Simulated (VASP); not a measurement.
Write the native input for VASP 6.6.1 that does the following.

| Item | Value |
| --- | --- |
| Task | single point |
| Functional | PBE |
| Potentials or basis | VASP PAW PBE potentials, release 64 (Sc_sv, Fe, C, N) |
| Cutoff | 520 eV |
| k mesh | 4 × 4 × 4 |
| Occupations | gaussian, width 0.1 eV |
| Spin | collinear spin, ferromagnetic start |
| Starting moments | [0.0, 4.0, 0.0, 0.0, 0.0, 0.0, 0.0, 0.0, 0.0, 0.0] μB |
| Dipole correction | no |
| Further INCAR settings | ALGO = Normal; EDIFF = 1e-06; NBANDS = 42 |

The structure of ScFeC4N4 lies in POSCAR:

```
ScFeC4N4
1.0
    6.0298462100      0.0000000000      0.0000000000
    0.0000000000      6.0298462100      0.0000000000
    0.0000000000      0.0000000000      6.0298462100
Sc Fe C N
1 1 4 4
Direct
    0.0000000000      0.0000000000      0.0000000000
    0.5000000000      0.5000000000      0.5000000000
    0.1936039800      0.1936039800      0.1936039800
    0.1936039800      0.8063960200      0.8063960200
    0.8063960200      0.1936039800      0.8063960200
    0.8063960200      0.8063960200      0.1936039800
    0.3056300300      0.3056300300      0.3056300300
    0.3056300300      0.6943699700      0.6943699700
    0.6943699700      0.3056300300      0.6943699700
    0.6943699700      0.6943699700      0.3056300300
```

One way to write it, as run:

INCAR

```
SYSTEM = ScFeC4N4
PREC = Accurate ; ENCUT = 520
EDIFF = 1E-6 ; ISMEAR = 0
SIGMA = 0.1 ; LREAL = .False.
LASPH = .True. ; NELM = 150
ALGO = Normal ; ISIF = 2
LWAVE = .False. ; LCHARG = .False.
ISPIN = 2 ; MAGMOM = 0 4 0 0 0 0 0 0 0 0
LORBIT = 11 ; LMAXMIX = 4
GGA = PE ; NBANDS = 42
```

KPOINTS

```
regular mesh
0
Gamma
  4 4 4
  0 0 0
```

Potentials or basis: VASP PAW PBE potentials, release 64 (Sc_sv, Fe, C, N).

Launch:

```sh
$ cat potpaw_PBE.64/Sc_sv/POTCAR potpaw_PBE.64/Fe/POTCAR potpaw_PBE.64/C/POTCAR potpaw_PBE.64/N/POTCAR > POTCAR
$ mpirun -np 1 vasp_std > vasp.out
```

It gave:

The pressure is 5.4 GPa and the largest force is 2.330 eV/Å. The band gap on the k mesh is 0.20 eV (least direct gap 0.22 eV). The net moment is 3.00 μB per cell, the site moments are Sc -0.11; Fe +2.96; C +0.01; N -0.01 μB and the valence electrons inside the program's atomic spheres are Sc 9.96; Fe 6.88; C 2.66; N 3.86.

Caveat: the cell stands under pressure; semilocal functionals underestimate gaps, and a narrow one can read as zero; a cell with one magnetic atom can't hold antiferromagnetic order, which such compounds often take; forces of over 1 eV/Å act on the atoms, so gaps and moduli don't describe the material at rest.

Run time: 5.5 min on 1 thread of Intel(R) Xeon(R) Platinum 8259CL CPU @ 2.50GHz (Skylake/Cascade Lake) (shared host), peak memory 0.5 GiB.
